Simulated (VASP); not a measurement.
Wanted: the native input for a VASP 6.6.1 run.

- Task: single point
- Functional: PBEsol
- Potentials or basis: VASP PAW PBE potentials, release 64 (Hf_pv, Si)
- Cutoff: 520 eV
- k mesh: 6 × 6 × 10
- Occupations: gaussian, width 0.1 eV
- Spin: no spin polarisation
- Dipole correction: no
- Further INCAR settings: ALGO = Fast; EDIFF = 1e-06; NBANDS = 49

The structure of Hf3Si2 lies in POSCAR:

```
Hf3Si2
1.0
    6.7890992035      0.0000000000      0.0000000000
    0.0000000000      6.7890992035      0.0000000000
    0.0000000000      0.0000000000      3.4660669795
Hf Si
6 4
Direct
    0.6747943507      0.8252056493      0.5000000000
    0.8252056493      0.3252056493      0.5000000000
    0.3252056493      0.1747943507      0.5000000000
    0.1747943507      0.6747943507      0.5000000000
    0.5000000000      0.5000000000      0.0000000000
    0.0000000000      0.0000000000      0.0000000000
    0.6230469275      0.1230469275      0.0000000000
    0.8769530725      0.6230469275      0.0000000000
    0.1230469275      0.3769530725      0.0000000000
    0.3769530725      0.8769530725      0.0000000000
```

These files were run (other wordings do the same):

INCAR

```
PREC     = Accurate       # precision mode
ENCUT    = 520            # plane-wave cutoff, eV
EDIFF    = 1E-6           # SCF threshold, eV
ISMEAR   = 0              # smearing method
SIGMA    = 0.1            # smearing width, eV
LREAL    = False          # projectors in reciprocal space
LASPH    = True           # aspherical terms in the spheres
NELM     = 60             # most SCF steps
ALGO     = Fast           # electronic algorithm
ISIF     = 2              # what is computed and relaxed
LWAVE    = False          # write WAVECAR
LCHARG   = False          # write CHGCAR
GGA      = PS             # functional
NBANDS   = 49             # bands
```

KPOINTS

```
regular mesh
0
Gamma
  6 6 10
```

Potentials or basis: VASP PAW PBE potentials, release 64 (Hf_pv, Si).

Launch:

```bash
$ cat potpaw_PBE.64/Hf_pv/POTCAR potpaw_PBE.64/Si/POTCAR > POTCAR
$ mpirun -np 1 vasp_std > vasp.out
```

It gave:

| Quantity | Value |
| --- | --- |
| Pressure | 17.4 GPa |
| Largest force | 0.018 eV/Å |
| Band gap on the k mesh | zero (bands 38 and 39 overlap by 1.53 eV) |

Caveat: the cell stands under pressure; the PAW data sets were made with another functional, which shifts forces and pressure a little; spin-orbit coupling is left out, which moves the levels of the heavy elements.

It took 14 min on 1 thread of Oxide Virtual Turin-like Processor (shared host), peak memory 0.44 GiB.
